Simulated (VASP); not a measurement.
# ZnS (NiAs type) (P6_3/mmc) in VASP: notebook

The runs below take ZnS (NiAs type) through single point, with PBE.

All numbers are computed with VASP 6.6.1; they aren't measurements. Logs are shortened: lines on timing, memory, paths and dates and some standing lists are left out, and cuts for length are marked.

## Step 1: The cell of the first run

Symmetry: P6_3/mmc, No. 194, hexagonal system. Conventional cell: a = 3.532 Å, b = 3.532 Å, c = 5.788 Å, α = 90.00°, β = 90.00°, γ = 120.00°. Zn (site symmetry -3m) has 6 S at 2.50 Å and 2 Zn at 2.89 Å within 3.3 Å. Within 3.3 Å of S (site symmetry -6m2) lie 6 Zn at 2.50 Å.

## Step 2: Single point, PBE

File INCAR:

```
SYSTEM = ZnS
ALGO     = Normal         ! electronic algorithm
EDIFF    = 1E-6           ! SCF threshold, eV
ENCUT    = 520            ! plane-wave cutoff, eV
GGA      = PE             ! functional
ISIF     = 2              ! what is computed and relaxed
ISMEAR   = -1             ! smearing method
LASPH    = .True.         ! aspherical terms in the spheres
LCHARG   = .True.         ! write CHGCAR
LELF     = .True.         ! ELF
LREAL    = .False.        ! projectors in reciprocal space
LVHAR    = .True.       
LWAVE    = .False.        ! write WAVECAR
NBANDS   = 26             ! bands
NELM     = 80             ! most SCF steps
PREC     = Accurate       ! precision mode
SIGMA    = 0.08           ! smearing width, eV
```

File KPOINTS:

```
k-points
0
Gamma
  11 11 6
  0 0 0
```

File POSCAR:

```
ZnS
1.0
    3.5323635176      0.0000000000      0.0000000000
   -1.7661817588      3.0591165416      0.0000000000
    0.0000000000      0.0000000000      5.7882137875
Zn S
2 2
Direct
    0.0000000000      0.0000000000      0.0000000000
    0.0000000000      0.0000000000      0.5000000000
    0.3333333333      0.6666666667      0.2500000000
    0.6666666667      0.3333333333      0.7500000000
```

Potentials or basis: VASP PAW PBE potentials, release 64 (Zn, S).

Run with:

```
cat potpaw_PBE.64/Zn/POTCAR potpaw_PBE.64/S/POTCAR > POTCAR
mpirun -np 1 vasp_std > vasp.out
```

OUTCAR:

```text
SYSTEM = ZnS
   EDIFF = 1E-6
   ENCUT = 520
   GGA = PE
   ISIF = 2
   ISMEAR = -1
   LASPH = .True.
   LREAL = .False.
   NELM = 80
   PREC = Accurate

 ion  position               nearest neighbor table
   1  0.000  0.000  0.000-   3 2.50   4 2.50   3 2.50   4 2.50   4 2.50   3 2.50   2 2.89   2 2.89

   2  0.000  0.000  0.500-   3 2.50   4 2.50   3 2.50   4 2.50   4 2.50   3 2.50   1 2.89   1 2.89

   3  0.333  0.667  0.250-   1 2.50   2 2.50   1 2.50   2 2.50   1 2.50   2 2.50
   4  0.667  0.333  0.750-   1 2.50   2 2.50   1 2.50   2 2.50   1 2.50   2 2.50

  LATTYP: Found a hexagonal cell.
 ALAT       =     3.5323635176
 C/A-ratio  =     1.6386234765

  Lattice vectors:

 A1 = (   3.5323635176,   0.0000000000,   0.0000000000)
 A2 = (  -1.7661817588,   3.0591165416,   0.0000000000)
 A3 = (   0.0000000000,   0.0000000000,   5.7882137875)

Analysis of symmetry for initial positions (statically):
=====================================================================
 Subroutine PRICEL returns:
 Original cell was already a primitive cell.

 Routine SETGRP: Setting up the symmetry group for a
 hexagonal supercell.

 Subroutine GETGRP returns: Found 24 space group operations
 (whereof 12 operations were pure point group operations)
 out of a pool of 24 trial point group operations.

The static configuration has the point symmetry D_3d.
 The point group associated with its full space group is D_6h.

Analysis of symmetry for dynamics (positions and initial velocities):
=====================================================================
 Subroutine PRICEL returns:
 Original cell was already a primitive cell.

 Routine SETGRP: Setting up the symmetry group for a
 hexagonal supercell.

 Subroutine GETGRP returns: Found 24 space group operations
 (whereof 12 operations were pure point group operations)
 out of a pool of 24 trial point group operations.

The dynamic configuration has the point symmetry D_3d.
 The point group associated with its full space group is D_6h.

 Subroutine INISYM returns: Found 24 space group operations
 (whereof 12 operations are pure point group operations),
 and found     1 'primitive' translations

----------------------------------------------------------------------------------------

                                     Primitive cell

  volume of cell :      62.5469

  direct lattice vectors                    reciprocal lattice vectors
     3.532363518  0.000000000  0.000000000     0.283096571  0.163445882  0.000000000
    -1.766181759  3.059116542  0.000000000     0.000000000  0.326891763  0.000000000
     0.000000000  0.000000000  5.788213788     0.000000000  0.000000000  0.172764870

  length of vectors
     3.532363518  3.532363518  5.788213788     0.326891763  0.326891763  0.172764870

  position of ions in fractional coordinates (direct lattice)
     0.000000000  0.000000000  0.000000000
     0.000000000  0.000000000  0.500000000
     0.333333333  0.666666667  0.250000000
     0.666666667  0.333333333  0.750000000

  ion indices of the primitive-cell ions
   primitive index   ion index
                 1           1
                 2           2
                 3           3
                 4           4

----------------------------------------------------------------------------------------

 KPOINTS: k-points

Automatic generation of k-mesh.
 Grid dimensions read from file:
 generate k-points for:   11   11    6

 Generating k-lattice:

  Cartesian coordinates                     Fractional coordinates (reciprocal lattice)
     0.025736052  0.014858717  0.000000000     0.090909091  0.000000000  0.000000000
     0.000000000  0.029717433  0.000000000     0.000000000  0.090909091  0.000000000
     0.000000000  0.000000000  0.028794145     0.000000000  0.000000000  0.166666667

  Length of vectors
     0.029717433  0.029717433  0.028794145

  Shift w.r.t. Gamma in fractional coordinates (k-lattice)
     0.000000000  0.000000000  0.000000000

 Subroutine IBZKPT returns following result:
 ===========================================

 Found     64 irreducible k-points:

 Following reciprocal coordinates:
            Coordinates               Weight
  0.000000  0.000000  0.000000      1.000000
  0.090909  0.000000  0.000000      6.000000
  0.181818  0.000000  0.000000      6.000000
  0.272727  0.000000  0.000000      6.000000
  0.363636  0.000000  0.000000      6.000000
  0.454545  0.000000  0.000000      6.000000
[... 16 lines left out ...]
  0.090909  0.090909  0.166667     12.000000
  0.181818  0.090909  0.166667     24.000000
 [... further k-points ...]
   k-points           NKPTS =     64   k-points in BZ     NKDIM =     64   number of bands    NBANDS=     26
   number of dos      NEDOS =    301   number of ions     NIONS =      4
   total plane-waves  NPLWV =  37632
   dimension x,y,z NGX =    28 NGY =   28 NGZ =   48
   dimension x,y,z NGXF=    56 NGYF=   56 NGZF=   96
   ions per type =               2   2
   NGX,Y,Z   is equivalent  to a cutoff of  13.18, 13.18, 13.79 a.u.
   NGXF,Y,Z  is equivalent  to a cutoff of  26.36, 26.36, 27.57 a.u.
 SYSTEM =  ZnS
   PREC   = accura    normal or accurate (medium, high low for compatibility)
   ISTART =      0    job   : 0-new  1-cont  2-samecut
   ICHARG =      2    charge: 1-file 2-atom 10-const
   ISPIN  =      1    spin polarized calculation?
   LNONCOLLINEAR =      F non collinear calculations
   LSORBIT =      F    spin-orbit coupling
   LASPH  =      T    aspherical Exc in radial PAW
   ENCUT  =  520.0 eV  38.22 Ry    6.18 a.u.   6.57  6.57 10.76*2*pi/ulx,y,z
   NELM   =     80;   NELMIN=  2; NELMDL= -5     # of ELM steps
   EDIFF  = 0.1E-05   stopping-criterion for ELM
   LREAL  =      F    real-space projection
   EDIFFG = 0.1E-04   stopping-criterion for IOM
   NSW    =      0    number of steps for IOM
   IBRION =     -1    ionic relax: 0-MD 1-quasi-New 2-CG
   NFREE  =      0    steps in history (QN), initial steepest desc. (CG)
   ISIF   =      2    stress and relaxation
   ISYM   =      2    0-nonsym 1-usesym 2-fastsym
   POTIM  = 0.5000    time-step for ionic-motion
   TEBEG  =    0.0;   TEEND  =   0.0 temperature during run
   PSTRESS=    0.0 pullay stress
   NELECT =      36.0000    total number of electrons
   NUPDOWN=      -1.0000    fix difference up-down
   EMIN   =  10.00;   EMAX   =-10.00  energy-range for DOS
   EFERMI =   0.00;   METHOD = LEGACY
   ISMEAR =    -1;   SIGMA  =   0.08  broadening in eV -4-tet -1-fermi 0-gaus
   EFERMI_NEDOS =   21; number of points for ismear=-14 and -15
   IALGO  =     38    algorithm
   IMIX   =      4    mixing-type and parameters
     AMIX     =   0.40;   BMIX     =  1.00
     AMIX_MAG =   1.60;   BMIX_MAG =  1.00
  volume/ion in A,a.u.               =      15.64       105.52
  Fermi-wavevector in a.u.,A,eV,Ry     =   1.361780  2.573391 25.231259  1.854445
  Thomas-Fermi vector in A             =   2.488327
   LORBIT       =      0    0 simple, 1 ext, 2 COOP (PROOUT), +10 PAW based schemes
   GGA     = PE    functional components
   LHFCALC =     F    Hartree Fock is set to
   AEXX    =    0.0000 exact exchange contribution
   IVDW    =     0    specifies the selected vdW correction
   LEPSILON=     F    determine dielectric tensor
   LRPA    =     F    only Hartree local field effects (RPA)
 non-spin polarized calculation
  energy-cutoff  :      520.00
  volume of cell :       62.55
 maximum number of plane-waves:      1719
 NGX is ok and might be reduce to    28
   NGX = 13   NGY = 13   NGZ = 21

 number of electron      35.9999998 magnetization

 Free energy of the ion-electron system (eV)
  ---------------------------------------------------
  ext. energy  EPLUGINS =         0.00000000
  ---------------------------------------------------
  free energy    TOTEN  =       -12.24045375 eV

  energy without entropy =      -12.23927542  energy(sigma->0) =      -12.23986459

 E-fermi :   4.7970     XC(G=0): -11.0634

 val. band max:        4.4855284894   @ k =   0.1818   0.0000   0.0000
 cond. band min:       4.9786803766   @ k =   0.3636   0.2727   0.0000
 fundamental gap:      0.4931518871
 Fermi energy:         4.7970356317

 k-point     1 :       0.0000    0.0000    0.0000
  band No.  band energies     occupation
      1      -9.8279      2.00000
      2      -7.9893      2.00000
      3      -3.0434      2.00000
      4      -2.4055      2.00000
      5      -2.4055      2.00000
      6      -2.2965      2.00000
[... 18 lines left out ...]
     25      13.4806      0.00000
     26      13.4807      0.00000

 k-point     2 :       0.0909    0.0000    0.0000
  band No.  band energies     occupation
      1      -9.7342      2.00000
      2      -7.9543      2.00000
      3      -2.9445      2.00000
      4      -2.3992      2.00000
      5      -2.3734      2.00000
      6      -2.2963      2.00000
[... 18 lines left out ...]
     25      13.3063      0.00000
     26      13.4459      0.00000

 k-point     3 :       0.1818    0.0000    0.0000
  band No.  band energies     occupation
      1      -9.4619      2.00000
      2      -7.8615      2.00000
      3      -2.6755      2.00000
      4      -2.3903      2.00000
      5      -2.3143      2.00000
      6      -2.2661      2.00000
[... 18 lines left out ...]
     25      12.3730      0.00000
     26      13.4282      0.00000

 k-point     4 :       0.2727    0.0000    0.0000
  band No.  band energies     occupation
      1      -9.0419      2.00000
      2      -7.7495      2.00000
      3      -2.3969      2.00000
      4      -2.3961      2.00000
      5      -2.3938      2.00000
      6      -2.1740      2.00000
[... 18 lines left out ...]
     25      12.8821      0.00000
     26      13.7293      0.00000
[... 496 lines left out ...]
      1      -8.0572      2.00000
      2      -7.7711      2.00000
      3      -3.0096      2.00000
      4      -2.3984      2.00000
      5      -2.3844      2.00000
      6      -2.2044      2.00000
[... 18 lines left out ...]
     25      14.7625      0.00000
     26      15.9933      0.00000

 k-point    23 :       0.0909    0.0909    0.1667
  band No.  band energies     occupation
      1      -9.4685      2.00000
      2      -8.0493      2.00000
      3      -2.6643      2.00000
      4      -2.3673      2.00000
      5      -2.2678      2.00000
      6      -2.2342      2.00000
[... 18 lines left out ...]
     25      12.9110      0.00000
     26      13.1807      0.00000

 k-point    24 :       0.1818    0.0909    0.1667
  band No.  band energies     occupation
      1      -9.1294      2.00000
      2      -7.9111      2.00000
      3      -2.5022      2.00000
      4      -2.3950      2.00000
      5      -2.2791      2.00000
      6      -2.1726      2.00000
[... 18 lines left out ...]
     25      12.9933      0.00000
     26      13.6705      0.00000

 [... further k-points ...]
[... 5 lines left out ...]
  --------------------------------------------------------------------------------------
  -------------------------------------------------------------------------------------
  Total        2.9736875      2.9736875      2.9766073      0.0000000      0.0000000     -0.0000000
  in kB       76.1728014     76.1728014     76.2475943      0.0000000      0.0000000     -0.0000000
  external PRESSURE =      76.1977323 kB  Pullay stress =       0.0000000 kB

 VOLUME and BASIS-vectors are now :
 -----------------------------------------------------------------------------
  energy-cutoff  :      520.00
  volume of cell :       62.55
      direct lattice vectors                 reciprocal lattice vectors
     3.532363518  0.000000000  0.000000000     0.283096571  0.163445882  0.000000000
    -1.766181759  3.059116542  0.000000000     0.000000000  0.326891763  0.000000000
     0.000000000  0.000000000  5.788213788     0.000000000  0.000000000  0.172764870

 POSITION                                       TOTAL-FORCE (eV/Angst)
 -----------------------------------------------------------------------------------
      0.00000      0.00000      0.00000         0.000000      0.000000      0.000000
      0.00000      0.00000      2.89411         0.000000      0.000000      0.000000
     -0.00000      2.03941      1.44705        -0.000000     -0.000000     -0.000000
      1.76618      1.01971      4.34116         0.000000     -0.000000      0.000000
 -----------------------------------------------------------------------------------
    total drift:                               -0.000000     -0.000000      0.000000

  FREE ENERGIE OF THE ION-ELECTRON SYSTEM (eV)
  ---------------------------------------------------
  free  energy   TOTEN  =       -12.2404537496 eV

  energy  without entropy=      -12.2392754231  energy(sigma->0) =      -12.23986459
```

Run time: 2.3 min. Hardware: 1 thread of Intel Xeon 8259CL, shared host; peak memory 0.23 GiB.

What came out:

| Item | Value |
| --- | --- |
| Free energy | -12.2405 eV |
| Pressure | 7.6 GPa |
| Band gap on the k mesh | 0.49 eV (least direct gap 2.02 eV) |

Levels at points of the mesh, in eV from the valence-band top:
| k point | band 14 | band 15 | band 16 | band 17 | band 18 | band 19 | band 20 | band 21 | band 22 | band 23 |
| --- | --- | --- | --- | --- | --- | --- | --- | --- | --- | --- |
| (0.00, 0.00, 0.00) | -0.79 | -0.79 | -0.68 | -0.11 | -0.11 | 1.91 | 3.68 | 6.62 | 6.62 | 8.58 |
| (0.00, 0.00, 0.50) | -3.95 | -0.40 | -0.40 | -0.40 | -0.40 | 3.90 | 3.90 | 6.80 | 6.80 | 6.80 |

Caveat: the cell stands under pressure; an odd mesh through Γ misses points on the zone boundary, where band edges can lie.

## Step 3: Single point, PBE

File INCAR:

```
PREC = Accurate ; ENCUT = 520
EDIFF = 1E-6 ; ISMEAR = -1
SIGMA = 0.08 ; LREAL = False
LASPH = True ; NELM = 100
ALGO = Normal ; ISIF = 2
LWAVE = False ; LCHARG = False
GGA = PE ; NBANDS = 26
```

File KPOINTS:

```
regular mesh
0
Gamma
  11 11 6
```

POSCAR is that of step 2.

Potentials or basis: VASP PAW PBE potentials, release 64 (Zn, S).

Run with:

```
cat potpaw_PBE.64/Zn/POTCAR potpaw_PBE.64/S/POTCAR > POTCAR
mpirun -np 1 vasp_std > vasp.out
```

Run time: 2.4 min. Hardware: 1 thread of Intel Xeon 8259CL, shared host; peak memory 0.23 GiB.

Results (log left out):

```yaml
Free_energy: -12.2405 eV
Pressure: 7.6 GPa
Band_gap_on_the_k_mesh: 0.49 eV (least direct gap 2.02 eV)
```

Levels at points of the mesh, in eV from the valence-band top:
```csv
k point,band 16,band 17,band 18,band 19,band 20,band 21
"(0.00, 0.00, 0.00)",-0.68,-0.11,-0.11,1.91,3.68,6.62
"(0.00, 0.00, 0.50)",-0.40,-0.40,-0.40,3.90,3.90,6.80
```

Caveat: the cell stands under pressure; an odd mesh through Γ misses points on the zone boundary, where band edges can lie.
